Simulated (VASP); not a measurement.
Wanted: the native input for a VASP 6.6.1 run.

| Quantity | Value |
| --- | --- |
| Task | single point |
| Functional | PBEsol |
| Potentials or basis | VASP PAW PBE potentials, release 64 (Pt) |
| Cutoff | 520 eV |
| k mesh | 17 × 17 × 10 |
| Occupations | fermi-dirac, width 0.05 eV |
| Spin | no spin polarisation |
| Dipole correction | no |
| Further INCAR settings | ALGO = Normal; EDIFF = 1e-07; NBANDS = 17 |

The structure of Pt lies in POSCAR:

```
Pt
1.0
    2.6622136589      0.0000000000      0.0000000000
   -1.3311068295      2.3055446589      0.0000000000
    0.0000000000      0.0000000000      4.5375143729
Pt
2
Direct
    0.3333333333      0.6666666667      0.2500000000
    0.6666666667      0.3333333333      0.7500000000
```

This isn't the form of Pt at room conditions, which is fcc.

One way to write it, as run:

INCAR

```
SYSTEM = Pt
PREC = Accurate
ENCUT = 520
EDIFF = 1E-7
ISMEAR = -1
SIGMA = 0.05
LREAL = .FALSE.
LASPH = .TRUE.
NELM = 60
ALGO = Normal
ISIF = 2
LWAVE = .FALSE.
LCHARG = .FALSE.
GGA = PS
NBANDS = 17
```

KPOINTS

```
regular mesh
0
G
  17 17 10
  0 0 0
```

Potentials or basis: VASP PAW PBE potentials, release 64 (Pt).

Command:

```bash
$ cat potpaw_PBE.64/Pt/POTCAR > POTCAR
$ mpirun -np 1 vasp_std > vasp.out
```

It gave:

```json
{
  "Pressure": "28.9 GPa",
  "Band gap on the k mesh": "zero (bands 10 and 11 overlap by 1.52 eV)"
}
```

Caveat: the cell stands under pressure; the PAW data sets were made with another functional, which shifts forces and pressure a little; spin-orbit coupling is left out, which moves the levels of the heavy elements.

It took 46 s on 1 thread of AMD EPYC 7R13 Processor (Zen 3), on a shared host, peak memory 0.17 GiB.
